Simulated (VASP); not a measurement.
BP:

```
B P
1.0
     3.06839    0.00000    0.00000
    -1.53419    2.65730    0.00000
     0.00000    0.00000    6.71987
B P
3 3
Direct
  0.00000 0.50000 0.16667
  0.50000 0.50000 0.83333
  0.50000 0.00000 0.50000
  0.50000 0.50000 0.33333
  0.50000 0.00000 0.00000
  0.00000 0.50000 0.66667
```

| Item | Value |
| --- | --- |
| Program | VASP 6.6.1 |
| Task | relaxation of cell and atoms |
| Functional | PBE |
| Potentials or basis | VASP PAW PBE potentials, release 64 (B, P) |
| Cutoff | 600 eV |
| k mesh | 6 × 6 × 4 |
| Occupations | gaussian, width 0.1 eV |
| Spin | no spin polarisation |

At the start: pressure 40.9 GPa; volume 9.13 Å³/atom.

Q: How do energy, volume and symmetry change on relaxing?

A: Over 5 steps the energy falls by 195.5 meV/atom and the volume is 10.83 Å³/atom (+18.6 %); space group P6_222 (No. 180, to 0.05 Å).

Step by step:
```
step  energy change (eV)  largest force (eV/Å)  pressure (GPa)  volume (Å³)
   1              0.0000                0.0000           40.94        54.79
   2             -0.4759                0.0000          -18.89        75.44
   3             -1.1676                0.0000           -0.66        65.28
   4             -1.1678                0.0000           -0.08        65.06
   5             -1.1730                0.0000            0.08        64.98
```

Final structure:
```
B P
1.0
     3.27567    0.00000    0.00000
    -1.63783    2.83681    0.00000
     0.00000    0.00000    6.99270
B P
3 3
Cartesian
  -0.8189 1.4184 1.1655
  0.8189 1.4184 5.8273
  1.6378 0.0000 3.4963
  0.8189 1.4184 2.3309
  1.6378 0.0000 6.9927
  -0.8189 1.4184 4.6618
```

Caveat: the k points lie up to 0.37 Å⁻¹ apart in the final cell; the volume moved by over 15 % at a fixed basis, so the end points are rough.
